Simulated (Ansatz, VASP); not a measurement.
## Sb: VASP beside Ansatz

Contents of POSCAR:

```
Sb
1.0
    4.1051829901     -0.0821036598      0.0000000000
   -2.1236953501      3.5962445865      0.0000000000
    0.0000000000      0.0000000000     26.8552477996
Sb
2
Direct
    0.3365121593      0.6668613099      0.3149868175
    0.6634878407      0.3331386901      0.3749201995
```

The input INCAR.step1:

```
SYSTEM = Sb
PREC = Accurate
ENCUT = 520
ISMEAR = 0
SIGMA = 0.01
LREAL = .False.
LASPH = .True.
NELM = 100
LDIPOL = .True.
IDIPOL = 3
DIPOL = 0.5 0.5 0.345
NBANDS = 12
GGA = PE
ALGO = Normal
EDIFF = 1E-4
LWAVE = .True.
LCHARG = .False.
```

File INCAR.step2:

```
SYSTEM = Sb
PREC = Accurate
ENCUT = 520
EDIFF = 1E-7
ISMEAR = 0
SIGMA = 0.01
LREAL = .False.
LASPH = .True.
NELM = 100
ALGO = Normal
ISIF = 2
LWAVE = .False.
LCHARG = .True.
LDIPOL = .True.
IDIPOL = 3
DIPOL = 0.5 0.5 0.345
METAGGA = R2SCAN
LMIXTAU = .True.
LELF = .True.
LVHAR = .True.
LVACPOTAV = .True.
NBANDS = 12
ISTART = 1
```

KPOINTS

```
regular mesh
0
Gamma
  12 12 1
  0 0 0
```

Input for Ansatz:

```yaml
crystal:
  lattice:
    - [4.1051829901, -0.0821036598, 0.0]
    - [-2.1236953501, 3.5962445865, 0.0]
    - [0.0, 0.0, 26.8552477996]
  atoms:
    - { symbol: Sb, position: [0.3365121593, 0.6668613099, 0.3149868175] }
    - { symbol: Sb, position: [0.6634878407, 0.3331386901, 0.3749201995] }
  periodic: [true, true, false]
kpoints:
  mp_grid: { grid: [12, 12, 1] }
  band_path:
    path:
      - [0.0, 0.0, 0.0]
      - [0.5, 0.0, 0.0]
      - [0.3333333333, 0.3333333333, 0.0]
      - [0.304688, 0.002604, 0.0]
    npoints: 1
hamiltonian:
  xc: r2scan
scf:
  occupations: { method: fixed }
  n_extra_bands: 4
output:
  forces: true
  stress: true
  eigenvalues: true
```

Change from the starting cell: shear_xy strain -4.0%.

Alike in both runs: task single point; functional r2SCAN; k mesh 12 × 12 × 1; no spin polarisation.

```csv
,VASP,Ansatz
version,VASP 6.6.1,Ansatz 0.2.0
potentials or method,"VASP PAW PBE potentials, release 64 (Sb)","plane waves, PAW"
plane-wave cutoff (eV),520,500
occupations,"gaussian, width 0.01 eV",fixed
valence electrons in the cell,10,30
```

|  | VASP | Ansatz | Ansatz less VASP |
| --- | --- | --- | --- |
| gap on the k mesh at the Fermi level (eV) | 1.29 | 1.29 | -0.001 |
| rms of the force components (eV/Å) | 0.070 | 0.009 | -0.0611 |

VASP's potentials were made for PBE, not for r2SCAN. Atom by atom the forces differ by 0.061 eV/Å (rms over components). VASP's potentials hold 10 valence electrons a cell and Ansatz's 30, so a difference there can come from the potentials and not from the codes.

Spin-orbit coupling is off throughout.
